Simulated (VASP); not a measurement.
# Al2TlIn2Ga5P10 (P1) in VASP: a series of runs

Al2TlIn2Ga5P10 is run at these levels: PBE; tasks: single point.

Everything below comes from runs of VASP 6.6.1. Logs are shortened: lines on timing, memory, paths and dates and some standing lists are left out, and cuts for length are marked.

## 1. The cell of the first run

The typed cell holds 20 atoms: a = 6.904 Å, b = 6.908 Å, c = 10.580 Å, α = 83.95°, β = 70.99°, γ = 71.23°.

## 2. Single point, PBE

Contents of INCAR:

```
PREC = Accurate
ENCUT = 520
EDIFF = 1E-7
ISMEAR = 0
SIGMA = 0.1
LREAL = Auto
LASPH = T
NELM = 100
ALGO = Normal
ISIF = 2
LWAVE = F
LCHARG = T
GGA = PE
LELF = T
LVHAR = T
ISYM = 0
NBANDS = 96
```

Contents of KPOINTS:

```
Automatic mesh
0
Gamma
  2 2 2
  0.5 0.5 0.5
```

Contents of POSCAR:

```
Al2TlIn2Ga5P10
1.0
    2.8406528728      2.8435623431      5.6128140606
   -2.8439754009     -2.8456404590      5.6155143826
    8.4906230060     -5.6542335586      2.8056292727
Al P Ga In Tl
2 10 5 2 1
Direct
    0.6022483686      1.0022780069      0.8011234455
    0.3057461779      0.4996861773      0.3887369297
    0.5681719079      0.8944062467      0.6028177202
    0.4882262004      0.3646206750      0.8145822946
    0.9732439969      0.8965772024      0.7846636607
    0.3959463034      0.8687258084     -0.0001288747
    0.7624034701      0.8669513183      0.2137989380
    0.6709682757      0.3673206644      0.3907398912
    0.1743798446      0.8708369423      0.3953165885
    0.0978209611      0.3636021831      0.5781924821
    0.8550180909      0.3868112021      1.0160223683
    0.2700813644      0.3731480339      0.1991704082
    0.2073115885      1.0006125806      0.5877280365
    0.3984216151     -0.0012487796      0.2017554815
    0.7978423225     -0.0005719469      0.4022375427
    0.4956407651      0.5014514124      1.0089906068
    0.8964367435      0.4999836448      0.2062257472
   -0.0001265362     -0.0022177400      1.0035823105
    0.6995293049      0.5010811960      0.5983206069
    0.0996918307      0.4991734571      0.7974076296
```

Potentials or basis: VASP PAW PBE potentials, release 64 (Al, P, Ga_d, In_d, Tl_d).

The run is started by

```console
> cat potpaw_PBE.64/Al/POTCAR potpaw_PBE.64/P/POTCAR potpaw_PBE.64/Ga_d/POTCAR potpaw_PBE.64/In_d/POTCAR potpaw_PBE.64/Tl_d/POTCAR > POTCAR
> mpirun -np 1 vasp_std > vasp.out
```

OUTCAR:

```text
PREC = Accurate
   ENCUT = 520
   EDIFF = 1E-7
   ISMEAR = 0
   LREAL = Auto
   LASPH = T
   NELM = 100
   ISIF = 2
   GGA = PE
   ISYM = 0

 ion  position               nearest neighbor table
   1  0.602  0.002  0.801-   4 2.37   5 2.38   3 2.40   6 2.41
   2  0.306  0.500  0.389-  10 2.36  12 2.38   8 2.40   9 2.43
   3  0.568  0.894  0.603-  15 2.40   1 2.40  13 2.41  19 2.57
   4  0.488  0.365  0.815-  16 2.37   1 2.37  19 2.55  20 2.60
   5  0.973  0.897  0.785-   1 2.38  13 2.39  18 2.57  20 2.60
   6  0.396  0.869  1.000-   1 2.41  16 2.41  14 2.41  18 2.58
[... 9 lines left out ...]
  16  0.496  0.501  0.009-  11 2.37   4 2.37  12 2.39   6 2.41
  17  0.896  0.500  0.206-  11 2.36   8 2.37   7 2.40  12 2.42
  18  1.000  0.998  0.004-  11 2.55   5 2.57   7 2.57   6 2.58  20 4.02  20 4.02
  19  0.700  0.501  0.598-  10 2.55   4 2.55   8 2.56   3 2.57  20 3.98  20 3.99
  20  0.100  0.499  0.797-  11 2.59  10 2.60   4 2.60   5 2.60  19 3.98  19 3.99  18 4.02  18 4.02

IMPORTANT INFORMATION: All symmetrisations will be switched off!
NOSYMM: (Re-)initialisation of all symmetry stuff for point group C_1.

----------------------------------------------------------------------------------------

                                     Primitive cell

  volume of cell :     451.6531

  direct lattice vectors                    reciprocal lattice vectors
     2.840652873  2.843562343  5.612814061     0.052623615  0.123232539  0.089098831
    -2.843975401 -2.845640459  5.615514383    -0.087930637 -0.087869365  0.089018170
     8.490623006 -5.654233559  2.805629273     0.070718251 -0.070661385  0.000007848

  length of vectors
     6.903538022  6.907956824 10.579820026     0.160916454  0.152895575  0.099970507

  position of ions in fractional coordinates (direct lattice)
     0.602248369  0.002278007  0.801123445
     0.305746178  0.499686177  0.388736930
     0.568171908  0.894406247  0.602817720
     0.488226200  0.364620675  0.814582295
     0.973243997  0.896577202  0.784663661
     0.395946303  0.868725808  0.999871125
[... 12 lines left out ...]
     0.699529305  0.501081196  0.598320607
     0.099691831  0.499173457  0.797407630

  ion indices of the primitive-cell ions
   primitive index   ion index
                 1           1
                 2           2
                 3           3
                 4           4
                 5           5
                 6           6
[... 12 lines left out ...]
                19          19
                20          20

----------------------------------------------------------------------------------------

[... 55 lines left out ...]
   ISYM   =      0    0-nonsym 1-usesym 2-fastsym
   POTIM  = 0.5000    time-step for ionic-motion
   TEBEG  =    0.0;   TEEND  =   0.0 temperature during run
   PSTRESS=    0.0 pullay stress
   NELECT =     160.0000    total number of electrons
   NUPDOWN=      -1.0000    fix difference up-down
   EMIN   =  10.00;   EMAX   =-10.00  energy-range for DOS
   EFERMI =   0.00;   METHOD = LEGACY
   ISMEAR =     0;   SIGMA  =   0.10  broadening in eV -4-tet -1-fermi 0-gaus
   EFERMI_NEDOS =   21; number of points for ismear=-14 and -15
   IALGO  =     38    algorithm
   IMIX   =      4    mixing-type and parameters
     AMIX     =   0.40;   BMIX     =  1.00
     AMIX_MAG =   1.60;   BMIX_MAG =  1.00
  volume/ion in A,a.u.               =      22.58       152.40
  Fermi-wavevector in a.u.,A,eV,Ry     =   1.158368  2.188998 18.256516  1.341816
  Thomas-Fermi vector in A             =   2.294971
   LORBIT       =      0    0 simple, 1 ext, 2 COOP (PROOUT), +10 PAW based schemes
   GGA     = PE    functional components
   LHFCALC =     F    Hartree Fock is set to
   AEXX    =    0.0000 exact exchange contribution
   IVDW    =     0    specifies the selected vdW correction
   LEPSILON=     F    determine dielectric tensor
   LRPA    =     F    only Hartree local field effects (RPA)
 non-spin polarized calculation
 Gauss-broadening in eV      SIGMA  =   0.10
  energy-cutoff  :      520.00
  volume of cell :      451.65
 maximum number of plane-waves:     12178
 NGX is ok and might be reduce to    54
   NGX = 25   NGY = 25   NGZ = 39

 number of electron     159.9999996 magnetization

 Free energy of the ion-electron system (eV)
  ---------------------------------------------------
  ext. energy  EPLUGINS =         0.00000000
  ---------------------------------------------------
  free energy    TOTEN  =       -89.98343488 eV

  energy without entropy =      -89.98343488  energy(sigma->0) =      -89.98343488

 E-fermi :   4.6151     XC(G=0):  -9.3961

 val. band max:        4.1324577716   @ k =  -0.2500  -0.2500   0.2500
 cond. band min:       6.1501845706   @ k =  -0.2500  -0.2500   0.2500
 fundamental gap:      2.0177267990
 Fermi energy:         4.6151483541

 k-point     1 :       0.2500    0.2500    0.2500
  band No.  band energies     occupation
      1     -10.0598      2.00000
      2     -10.0517      2.00000
      3     -10.0392      2.00000
      4     -10.0188      2.00000
      5     -10.0040      2.00000
      6      -9.9926      2.00000
[... 369 lines left out ...]
     91       7.5874      0.00000
     92       7.8613      0.00000
 [bands above 92 left out]

------------------------ aborting loop because EDIFF is reached ----------------------------------------

  FORCE on cell =-STRESS in cart. coord.  units (eV):
  Direction    XX          YY          ZZ          XY          YZ          ZX
  --------------------------------------------------------------------------------------
  -------------------------------------------------------------------------------------
  Total       -0.0687341     -0.1237113     -0.1630726     -0.2048305      0.0681169     -0.0208586
  in kB       -0.2438247     -0.4388489     -0.5784778     -0.7266081      0.2416355     -0.0739930
  external PRESSURE =      -0.4203838 kB  Pullay stress =       0.0000000 kB

 VOLUME and BASIS-vectors are now :
 -----------------------------------------------------------------------------
  energy-cutoff  :      520.00
  volume of cell :      451.65
      direct lattice vectors                 reciprocal lattice vectors
     2.840652873  2.843562343  5.612814061     0.052623615  0.123232539  0.089098831
    -2.843975401 -2.845640459  5.615514383    -0.087930637 -0.087869365  0.089018170
     8.490623006 -5.654233559  2.805629273     0.070718251 -0.070661385  0.000007848

 POSITION                                       TOTAL-FORCE (eV/Angst)
 -----------------------------------------------------------------------------------
      8.50634     -2.82369      5.64076         0.001601      0.002710     -0.004773
      2.74804     -2.75053      5.61274         0.004468      0.002857     -0.002766
      4.18861     -4.33800      9.90288         0.000376     -0.001741     -0.006959
      7.26622     -4.25512      7.07327        -0.007904     -0.011316      0.008534
      6.87709     -4.22053     12.69886         0.000211      0.019117      0.000336
      7.14364     -6.99969      9.90598        -0.016072     -0.021346      0.011919
[... 12 lines left out ...]
      5.64217     -2.81979      8.41882        -0.020978      0.007220      0.001191
      5.63404     -5.64572      5.59990         0.007808     -0.005062     -0.003074
 -----------------------------------------------------------------------------------
    total drift:                               -0.010286      0.000908      0.011312

  FREE ENERGIE OF THE ION-ELECTRON SYSTEM (eV)
  ---------------------------------------------------
  free  energy   TOTEN  =       -89.9834348789 eV

  energy  without entropy=      -89.9834348789  energy(sigma->0) =      -89.98343488
```

Run time: 9 min. Hardware: 1 thread of Intel Xeon Platinum 8259CL at 2.50GHz (Skylake/Cascade Lake), shared host; peak memory 0.59 GiB.

What came out:

```
Free energy            : -89.9834 eV
Pressure               : 0.0 GPa
Largest force          : 0.029 eV/Å
Band gap on the k mesh : 2.02 eV
```

Forces on the atoms (eV/Å):
```
Al   0.002  0.003 -0.005
Al   0.004  0.003 -0.003
P    0.000 -0.002 -0.007
P   -0.008 -0.011  0.009
P    0.000  0.019  0.000
P   -0.016 -0.021  0.012
P    0.001  0.010  0.003
P    0.009  0.008  0.005
P    0.014  0.000 -0.005
P   -0.018 -0.002  0.015
P    0.009 -0.003  0.010
P    0.019  0.008 -0.007
Ga   0.009 -0.006  0.003
Ga  -0.012  0.007  0.011
Ga  -0.010 -0.007 -0.010
Ga   0.024  0.009 -0.005
Ga  -0.010 -0.007 -0.020
In  -0.005 -0.010 -0.005
In  -0.021  0.007  0.001
Tl   0.008 -0.005 -0.003
```

Stress tensor (GPa, compression positive):
```
-0.02 -0.07 -0.01
-0.07 -0.04  0.02
-0.01  0.02 -0.06
```

Caveat: spin-orbit coupling is left out, which moves the levels of the heavy elements; a shifted mesh leaves out Γ, where band edges can lie. A k mesh can miss the band edges.

[end of part 1 of 2]
